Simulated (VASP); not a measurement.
# Au (I4/mmm) in VASP: single point with PBE

Aim: the single point of Au with PBE.

Everything below comes from runs of VASP 6.6.1. Logs are shortened: lines on timing, memory, paths and dates and some standing lists are left out, and cuts for length are marked.

**1. The cell of the first run**

It takes space group I4/mmm (No. 139, tetragonal). The conventional cell has a = 2.980 Å, b = 2.980 Å, c = 3.968 Å, α = 90.00°, β = 90.00°, γ = 90.00°. Within 3.8 Å of Au (site symmetry 4/mmm) lie 12 Au at 2.89 to 2.98 Å.

**2. Single point, PBE (strain +0.030 along x and y, -0.030 along z)**

Contents of INCAR:

```
SYSTEM = Au
  ALGO = Fast
  EDIFF = 1E-6
  ENCUT = 520
  GGA = PE
  ISIF = 2
  ISMEAR = 0
  LASPH = .TRUE.
  LCHARG = .TRUE.
  LELF = .TRUE.
  LREAL = .FALSE.
  LVHAR = .TRUE.
  LWAVE = .FALSE.
  NBANDS = 12
  NELM = 100
  PREC = Accurate
  SIGMA = 0.15
```

Contents of KPOINTS:

```
k-points
0
G
  20 20 20
  0 0 0
```

Contents of POSCAR:

```
Au
1.0
    0.0000000000      2.1068650000      1.9841350000
    2.1068650000      0.0000000000      1.9841350000
    2.1068650000      2.1068650000      0.0000000000
Au
1
Direct
    0.0000000000      0.0000000000      0.0000000000
```

Potentials or basis: VASP PAW PBE potentials, release 64 (Au).

The run is started by

```
> cat potpaw_PBE.64/Au/POTCAR > POTCAR
> mpirun -np 1 vasp_std > vasp.out
```

OUTCAR:

```text
SYSTEM = Au
   EDIFF = 1E-6
   ENCUT = 520
   GGA = PE
   ISIF = 2
   ISMEAR = 0
   LASPH = .TRUE.
   LREAL = .FALSE.
   NELM = 100
   PREC = Accurate

 ion  position               nearest neighbor table
   1  0.000  0.000  0.000-

  LATTYP: Found a body centered tetragonal cell.
 ALAT       =     2.9795570571
 C/A-ratio  =     1.3318321898

  Lattice vectors:

 A1 = (   0.0000000000,  -2.1068650000,  -1.9841350000)
 A2 = (   0.0000000000,   2.1068650000,  -1.9841350000)
 A3 = (   2.1068650000,   0.0000000000,   1.9841350000)

Analysis of symmetry for initial positions (statically):
=====================================================================
 Subroutine PRICEL returns:
 Original cell was already a primitive cell.

 Routine SETGRP: Setting up the symmetry group for a
 body centered tetragonal supercell.

 Subroutine GETGRP returns: Found 16 space group operations
 (whereof 16 operations were pure point group operations)
 out of a pool of 16 trial point group operations.

The static configuration has the point symmetry D_4h.

Analysis of symmetry for dynamics (positions and initial velocities):
=====================================================================
 Subroutine PRICEL returns:
 Original cell was already a primitive cell.

 Routine SETGRP: Setting up the symmetry group for a
 body centered tetragonal supercell.

 Subroutine GETGRP returns: Found 16 space group operations
 (whereof 16 operations were pure point group operations)
 out of a pool of 16 trial point group operations.

The dynamic configuration has the point symmetry D_4h.

 Subroutine INISYM returns: Found 16 space group operations
 (whereof 16 operations are pure point group operations),
 and found     1 'primitive' translations

----------------------------------------------------------------------------------------

                                     Primitive cell

  volume of cell :      17.6147

  direct lattice vectors                    reciprocal lattice vectors
     0.000000000  2.106865000  1.984135000    -0.237319430  0.237319430  0.251998982
     2.106865000  0.000000000  1.984135000     0.237319430 -0.237319430  0.251998982
     2.106865000  2.106865000  0.000000000     0.237319430  0.237319430 -0.251998982

  length of vectors
     2.894075297  2.894075297  2.979557057     0.419695735  0.419695735  0.419695735

  position of ions in fractional coordinates (direct lattice)
     0.000000000  0.000000000  0.000000000

[... 78 lines left out ...]
   NSW    =      0    number of steps for IOM
   IBRION =     -1    ionic relax: 0-MD 1-quasi-New 2-CG
   NFREE  =      0    steps in history (QN), initial steepest desc. (CG)
   ISIF   =      2    stress and relaxation
   ISYM   =      2    0-nonsym 1-usesym 2-fastsym
   POTIM  = 0.5000    time-step for ionic-motion
   TEBEG  =    0.0;   TEEND  =   0.0 temperature during run
   PSTRESS=    0.0 pullay stress
   NELECT =      11.0000    total number of electrons
   NUPDOWN=      -1.0000    fix difference up-down
   EMIN   =  10.00;   EMAX   =-10.00  energy-range for DOS
   EFERMI =   0.00;   METHOD = LEGACY
   ISMEAR =     0;   SIGMA  =   0.15  broadening in eV -4-tet -1-fermi 0-gaus
   EFERMI_NEDOS =   21; number of points for ismear=-14 and -15
   IALGO  =     68    algorithm
   IMIX   =      4    mixing-type and parameters
     AMIX     =   0.40;   BMIX     =  1.00
     AMIX_MAG =   1.60;   BMIX_MAG =  1.00
  volume/ion in A,a.u.               =      17.61       118.87
  Fermi-wavevector in a.u.,A,eV,Ry     =   1.399311  2.644314 26.641169  1.958071
  Thomas-Fermi vector in A             =   2.522383
   LORBIT       =      0    0 simple, 1 ext, 2 COOP (PROOUT), +10 PAW based schemes
   GGA     = PE    functional components
   LHFCALC =     F    Hartree Fock is set to
   AEXX    =    0.0000 exact exchange contribution
   IVDW    =     0    specifies the selected vdW correction
   LEPSILON=     F    determine dielectric tensor
   LRPA    =     F    only Hartree local field effects (RPA)
 non-spin polarized calculation
 RMM-DIIS sequential band-by-band and
 Gauss-broadening in eV      SIGMA  =   0.15
  energy-cutoff  :      520.00
  volume of cell :       17.61
 maximum number of plane-waves:       499
 NGX is ok and might be reduce to    24
   NGX = 11   NGY = 11   NGZ = 11

 number of electron      11.0000001 magnetization

 Free energy of the ion-electron system (eV)
  ---------------------------------------------------
  ext. energy  EPLUGINS =         0.00000000
  ---------------------------------------------------
  free energy    TOTEN  =        -3.21663577 eV

  energy without entropy =       -3.21337320  energy(sigma->0) =       -3.21500448

 E-fermi :   8.9467     XC(G=0): -12.5192

 val. band max:        8.9388084518   @ k =  -0.3000   0.2000   0.1500
 cond. band min:       8.9618984912   @ k =   0.4500   0.0000   0.4500
 fundamental gap:      0.0230900393
 Fermi energy:         8.9467255288

 k-point     1 :       0.0000    0.0000    0.0000
  band No.  band energies     occupation
      1      -0.5774      2.00000
      2       4.2662      2.00000
      3       4.2662      2.00000
      4       4.7440      2.00000
      5       5.5629      2.00000
      6       6.0849      2.00000
      7      23.5503      0.00000
      8      26.9897      0.00000
      9      26.9897      0.00000
     10      27.9646      0.00000
     11      32.1688      0.00000
     12      35.6622      0.00000
[... 331 lines left out ...]
 k-point    24 :      -0.3500    0.0500    0.0000
  band No.  band energies     occupation
      1       1.9229      2.00000
      2       4.3094      2.00000
      3       4.7028      2.00000
      4       5.5063      2.00000
      5       6.4971      2.00000
      6       6.8758      2.00000
      7      15.5022      0.00000
      8      23.5330      0.00000
      9      26.4102      0.00000
     10      26.8325      0.00000
     11      31.7540      0.00000
     12      32.0291      0.00000

 [... further k-points ...]
[... 5 lines left out ...]
  --------------------------------------------------------------------------------------
  -------------------------------------------------------------------------------------
  Total        0.2658015      0.2658015      0.4287555      0.0000000      0.0000000      0.0000000
  in kB       24.1764982     24.1764982     38.9983017      0.0000000      0.0000000      0.0000000
  external PRESSURE =      29.1170994 kB  Pullay stress =       0.0000000 kB

 VOLUME and BASIS-vectors are now :
 -----------------------------------------------------------------------------
  energy-cutoff  :      520.00
  volume of cell :       17.61
      direct lattice vectors                 reciprocal lattice vectors
     0.000000000  2.106865000  1.984135000    -0.237319430  0.237319430  0.251998982
     2.106865000  0.000000000  1.984135000     0.237319430 -0.237319430  0.251998982
     2.106865000  2.106865000  0.000000000     0.237319430  0.237319430 -0.251998982

 POSITION                                       TOTAL-FORCE (eV/Angst)
 -----------------------------------------------------------------------------------
      0.00000      0.00000      0.00000         0.000000      0.000000      0.000000
 -----------------------------------------------------------------------------------
    total drift:                               -0.000000      0.000000     -0.000000

  FREE ENERGIE OF THE ION-ELECTRON SYSTEM (eV)
  ---------------------------------------------------
  free  energy   TOTEN  =        -3.2166357713 eV

  energy  without entropy=       -3.2133731971  energy(sigma->0) =       -3.21500448
```

OSZICAR:

```text
N       E                     dE             d eps       ncg     rms          rms(c)
DAV:   1     0.496969167950E+02    0.49697E+02   -0.55945E+03 15948   0.815E+02
DAV:   2    -0.278227338745E+01   -0.52479E+02   -0.49484E+02 18040   0.186E+02
DAV:   3    -0.347935028515E+01   -0.69708E+00   -0.69623E+00 18548   0.207E+01
DAV:   4    -0.348175177365E+01   -0.24015E-02   -0.24014E-02 18320   0.141E+00
DAV:   5    -0.348177007824E+01   -0.18305E-04   -0.18304E-04 18808   0.117E-01    0.846E+00
RMM:   6    -0.323478244690E+01    0.24699E+00   -0.29960E-01 15454   0.456E+00    0.543E+00
RMM:   7    -0.321852863367E+01    0.16254E-01   -0.34918E-02 16470   0.175E+00    0.270E+00
RMM:   8    -0.321666865717E+01    0.18600E-02   -0.30070E-03 17071   0.458E-01    0.327E-01
RMM:   9    -0.321663043128E+01    0.38226E-04   -0.38540E-04 17984   0.168E-01    0.110E-01
RMM:  10    -0.321663408021E+01   -0.36489E-05   -0.58011E-05 17719   0.572E-02    0.521E-02
RMM:  11    -0.321663566965E+01   -0.15894E-05   -0.12908E-05 16651   0.230E-02    0.102E-02
RMM:  12    -0.321663577130E+01   -0.10165E-06   -0.11292E-06 14012   0.669E-03
   1 F= -.32166358E+01 E0= -.32150045E+01  d E =-.326257E-02
```

Run time: 2.4 min. Hardware: 1 thread of Intel Xeon 8259CL, shared host; peak memory 0.26 GiB.

Results:

* Free energy: -3.2166 eV
* Pressure: 2.9 GPa
* Band gap on the k mesh: zero (an odd number of electrons rules out a gap without spin polarisation)

Stress tensor (GPa, compression positive):
```
2.42 0.00 0.00
0.00 2.42 0.00
0.00 0.00 3.90
```

Caveat: the cell differs from its parent crystal (strain +0.030 along x and y, -0.030 along z); spin-orbit coupling is left out, which moves the levels of the heavy elements.
